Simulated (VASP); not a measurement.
# TaPb3 (P4/mmm) in VASP: single point with r2SCAN

Aim: the single point of TaPb3 with r2SCAN.

Everything below comes from runs of VASP 6.6.1. Logs are shortened: lines on timing, memory, paths and dates and some standing lists are left out, and cuts for length are marked.

## Step 1: The cell of the first run

It takes space group P4/mmm (No. 123, tetragonal). The conventional cell has a = 4.748 Å, b = 4.748 Å, c = 4.632 Å, α = 90.00°, β = 90.00°, γ = 90.00°. Within 4.4 Å of Pb (site symmetry mmm) lie 8 Pb at 3.32 to 3.36 Å and 4 Ta at 3.32 Å. Pb (site symmetry 4/mmm) has 8 Pb at 3.32 Å and 4 Ta at 3.36 Å within 4.4 Å. Within 4.4 Å of Ta (site symmetry 4/mmm) lie 12 Pb at 3.32 to 3.36 Å.

## Step 2: Single point, r2SCAN

Input file POSCAR:

```
TaPb3
1.0
    4.7482260000      0.0000000000      0.0000000000
    0.0000000000      4.7482260000      0.0000000000
    0.0000000000      0.0000000000      4.6319700000
Pb Ta
3 1
Direct
    0.0000000000      0.5000000000      0.5000000000
    0.5000000000      0.0000000000      0.5000000000
    0.5000000000      0.5000000000      0.0000000000
    0.0000000000      0.0000000000      0.0000000000
```

Input file INCAR.step1:

```
SYSTEM = TaPb3
PREC = Accurate
ENCUT = 520
ISMEAR = -1
SIGMA = 0.0469
LREAL = .False.
LASPH = .True.
NELM = 80
NBANDS = 34
GGA = PE
ALGO = Normal
EDIFF = 1E-4
LWAVE = .True.
LCHARG = .False.
```

Input file INCAR.step2:

```
SYSTEM = TaPb3
PREC = Accurate
ENCUT = 520
EDIFF = 1E-6
ISMEAR = -1
SIGMA = 0.0469
LREAL = .False.
LASPH = .True.
NELM = 80
ALGO = Normal
ISIF = 2
LWAVE = .False.
LCHARG = .True.
METAGGA = R2SCAN
LMIXTAU = .True.
LELF = .True.
LVHAR = .True.
NBANDS = 34
ISTART = 1
```

Input file KPOINTS:

```
regular mesh
0
Gamma
  7 7 7
  0 0 0
```

Potentials or basis: VASP PAW PBE potentials, release 64 (Pb_d, Ta_pv).

The run is started by

```bash
cat potpaw_PBE.64/Pb_d/POTCAR potpaw_PBE.64/Ta_pv/POTCAR > POTCAR
cp INCAR.step1 INCAR
mpirun -np 1 vasp_std > vasp.out
cp INCAR.step2 INCAR
mpirun -np 1 vasp_std > vasp.out
```

OUTCAR:

```text
SYSTEM = TaPb3
   PREC = Accurate
   ENCUT = 520
   EDIFF = 1E-6
   ISMEAR = -1
   LREAL = .False.
   LASPH = .True.
   NELM = 80
   ISIF = 2
   METAGGA = R2SCAN
   ISTART = 1

 ion  position               nearest neighbor table
   1  0.000  0.500  0.500-   3 3.32   4 3.32   3 3.32   4 3.32   4 3.32   4 3.32   3 3.32   3 3.32
                             2 3.36   2 3.36   2 3.36   2 3.36
   2  0.500  0.000  0.500-   3 3.32   4 3.32   3 3.32   4 3.32   3 3.32   3 3.32   4 3.32   4 3.32
                             1 3.36   1 3.36   1 3.36   1 3.36
   3  0.500  0.500  0.000-   1 3.32   2 3.32   1 3.32   2 3.32   2 3.32   2 3.32   1 3.32   1 3.32
                             4 3.36   4 3.36   4 3.36   4 3.36
   4  0.000  0.000  0.000-   1 3.32   2 3.32   1 3.32   2 3.32   1 3.32   1 3.32   2 3.32   2 3.32
                             3 3.36   3 3.36   3 3.36   3 3.36

  LATTYP: Found a simple tetragonal cell.
 ALAT       =     4.7482260000
 C/A-ratio  =     0.9755159085

  Lattice vectors:

 A1 = (   4.7482260000,   0.0000000000,   0.0000000000)
 A2 = (   0.0000000000,   4.7482260000,   0.0000000000)
 A3 = (   0.0000000000,   0.0000000000,   4.6319700000)

Analysis of symmetry for initial positions (statically):
=====================================================================
 Subroutine PRICEL returns:
 Original cell was already a primitive cell.

 Routine SETGRP: Setting up the symmetry group for a
 simple tetragonal supercell.

 Subroutine GETGRP returns: Found 16 space group operations
 (whereof 16 operations were pure point group operations)
 out of a pool of 16 trial point group operations.

The static configuration has the point symmetry D_4h.

Analysis of symmetry for dynamics (positions and initial velocities):
=====================================================================
 Subroutine PRICEL returns:
 Original cell was already a primitive cell.

 Routine SETGRP: Setting up the symmetry group for a
 simple tetragonal supercell.

 Subroutine GETGRP returns: Found 16 space group operations
 (whereof 16 operations were pure point group operations)
 out of a pool of 16 trial point group operations.

The dynamic configuration has the point symmetry D_4h.

 Subroutine INISYM returns: Found 16 space group operations
 (whereof 16 operations are pure point group operations),
 and found     1 'primitive' translations
[... 89 lines left out ...]
 SYSTEM =  TaPb3
   PREC   = accura    normal or accurate (medium, high low for compatibility)
   ISTART =      1    job   : 0-new  1-cont  2-samecut
   ICHARG =      0    charge: 1-file 2-atom 10-const
   ISPIN  =      1    spin polarized calculation?
   LNONCOLLINEAR =      F non collinear calculations
   LSORBIT =      F    spin-orbit coupling
   LASPH  =      T    aspherical Exc in radial PAW
   ENCUT  =  520.0 eV  38.22 Ry    6.18 a.u.   8.83  8.83  8.61*2*pi/ulx,y,z
   NELM   =     80;   NELMIN=  2; NELMDL=  0     # of ELM steps
   EDIFF  = 0.1E-05   stopping-criterion for ELM
   LREAL  =      F    real-space projection
   EDIFFG = 0.1E-04   stopping-criterion for IOM
   NSW    =      0    number of steps for IOM
   IBRION =     -1    ionic relax: 0-MD 1-quasi-New 2-CG
   NFREE  =      0    steps in history (QN), initial steepest desc. (CG)
   ISIF   =      2    stress and relaxation
   ISYM   =      2    0-nonsym 1-usesym 2-fastsym
   POTIM  = 0.5000    time-step for ionic-motion
   TEBEG  =    0.0;   TEEND  =   0.0 temperature during run
   PSTRESS=    0.0 pullay stress
   NELECT =      53.0000    total number of electrons
   NUPDOWN=      -1.0000    fix difference up-down
   EMIN   =  10.00;   EMAX   =-10.00  energy-range for DOS
   EFERMI =   0.00;   METHOD = LEGACY
   ISMEAR =    -1;   SIGMA  =   0.05  broadening in eV -4-tet -1-fermi 0-gaus
   EFERMI_NEDOS =   21; number of points for ismear=-14 and -15
   IALGO  =     38    algorithm
   IMIX   =      4    mixing-type and parameters
     AMIX     =   0.40;   BMIX     =  1.00
     AMIX_MAG =   1.60;   BMIX_MAG =  1.00
  volume/ion in A,a.u.               =      26.11       176.18
  Fermi-wavevector in a.u.,A,eV,Ry     =   1.305842  2.467683 23.200971  1.705223
  Thomas-Fermi vector in A             =   2.436684
   LORBIT       =      0    0 simple, 1 ext, 2 COOP (PROOUT), +10 PAW based schemes
   METAGGA = R2SCAN    functional components
   LHFCALC =     F    Hartree Fock is set to
   AEXX    =    0.0000 exact exchange contribution
   IVDW    =     0    specifies the selected vdW correction
   LEPSILON=     F    determine dielectric tensor
   LRPA    =     F    only Hartree local field effects (RPA)
 non-spin polarized calculation
  energy-cutoff  :      520.00
  volume of cell :      104.43
 maximum number of plane-waves:      2849
 NGX is ok and might be reduce to    36
   NGX = 17   NGY = 17   NGZ = 17

 number of electron      52.9999997 magnetization

 Free energy of the ion-electron system (eV)
  ---------------------------------------------------
  ext. energy  EPLUGINS =         0.00000000
  ---------------------------------------------------
  free energy    TOTEN  =      -214.13694997 eV

  energy without entropy =     -214.10657632  energy(sigma->0) =     -214.12176315

 E-fermi :   7.7589     XC(G=0): -11.7698

 val. band max:        7.7534456628   @ k =   0.2857   0.2857   0.2857
 cond. band min:       7.7621768659   @ k =   0.4286   0.2857   0.0000
 fundamental gap:      0.0087312032
 Fermi energy:         7.7588993225

 k-point     1 :       0.0000    0.0000    0.0000
  band No.  band energies     occupation
      1     -29.1116      2.00000
      2     -29.0822      2.00000
      3     -29.0822      2.00000
      4     -10.2576      2.00000
      5     -10.2565      2.00000
      6     -10.2565      2.00000
[... 877 lines left out ...]
     33      12.1621      0.00000
     34      12.3090      0.00000

 [... further k-points ...]
[... 5 lines left out ...]
  --------------------------------------------------------------------------------------
  -------------------------------------------------------------------------------------
  Total       -0.2506291     -0.2506291     -1.0784940      0.0000000      0.0000000      0.0000000
  in kB       -3.8451532     -3.8451532    -16.5462591      0.0000000      0.0000000      0.0000000
  external PRESSURE =      -8.0788552 kB  Pullay stress =       0.0000000 kB

 VOLUME and BASIS-vectors are now :
 -----------------------------------------------------------------------------
  energy-cutoff  :      520.00
  volume of cell :      104.43
      direct lattice vectors                 reciprocal lattice vectors
     4.748226000  0.000000000  0.000000000     0.210604971  0.000000000  0.000000000
     0.000000000  4.748226000  0.000000000     0.000000000  0.210604971  0.000000000
     0.000000000  0.000000000  4.631970000     0.000000000  0.000000000  0.215890863

 POSITION                                       TOTAL-FORCE (eV/Angst)
 -----------------------------------------------------------------------------------
      0.00000      2.37411      2.31598         0.000000      0.000000      0.000000
      2.37411      0.00000      2.31598         0.000000      0.000000      0.000000
      2.37411      2.37411      0.00000         0.000000      0.000000      0.000000
      0.00000      0.00000      0.00000         0.000000      0.000000      0.000000
 -----------------------------------------------------------------------------------
    total drift:                                0.000000      0.000000      0.000000

  FREE ENERGIE OF THE ION-ELECTRON SYSTEM (eV)
  ---------------------------------------------------
  free  energy   TOTEN  =      -214.1369499680 eV

  energy  without entropy=     -214.1065763221  energy(sigma->0) =     -214.12176315
```

OUTCAR.step1:

```text
SYSTEM = TaPb3
   PREC = Accurate
   ENCUT = 520
   ISMEAR = -1
   LREAL = .False.
   LASPH = .True.
[... 1121 lines left out ...]
      2.37411      0.00000      2.31598         0.000000      0.000000      0.000000
      2.37411      2.37411      0.00000         0.000000      0.000000      0.000000
      0.00000      0.00000      0.00000         0.000000      0.000000      0.000000
 -----------------------------------------------------------------------------------
    total drift:                                0.000000      0.000000      0.000000

  FREE ENERGIE OF THE ION-ELECTRON SYSTEM (eV)
  ---------------------------------------------------
  free  energy   TOTEN  =       -19.3732705048 eV

  energy  without entropy=      -19.3389548345  energy(sigma->0) =      -19.35611267
```

It took 7.2 min on 1 thread of AMD EPYC 7R43 (Zen 3), shared host; peak memory 0.25 GiB.

Results:

* Free energy: -214.1369 eV
* Pressure: -0.8 GPa

Stress tensor (GPa, compression positive):
```
-0.38  0.00  0.00
 0.00 -0.38  0.00
 0.00  0.00 -1.65
```

Caveat: the PAW data sets were made with another functional, which shifts forces and pressure a little; spin-orbit coupling is left out, which moves the levels of the heavy elements.
